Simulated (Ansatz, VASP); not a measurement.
Two plane-wave programs on AgI

```xyz
2
Lattice="0.0000 3.2886 3.2886 3.2886 0.0000 3.2886 3.2886 3.2886 0.0000" Properties=species:S:1:pos:R:3 pbc="T T T"
Ag    0.0000    0.0000    0.0000
I     1.6443    1.6443    1.6443
```

Alike in both runs: task single point; functional r2SCAN; k mesh 6 × 6 × 6; no spin polarisation.

|  | VASP | Ansatz |
| --- | --- | --- |
| version | VASP 6.6.1 | Ansatz 0.2.0 |
| potentials or method | VASP PAW PBE potentials, release 64 (Ag, I) | plane waves, PAW |
| plane-wave cutoff (eV) | 550 | 500 |
| occupations | gaussian, width 0.01 eV | fixed |
| valence electrons in the cell | 18 | 36 |

|  | VASP | Ansatz | Ansatz less VASP |
| --- | --- | --- | --- |
| gap on the k mesh at the Fermi level (eV) | 1.79 | 1.82 | +0.032 |

VASP's potentials were made for PBE, not for r2SCAN. VASP's potentials hold 18 valence electrons a cell and Ansatz's 36, so a difference there can come from the potentials and not from the codes.

Spin-orbit coupling is off throughout.
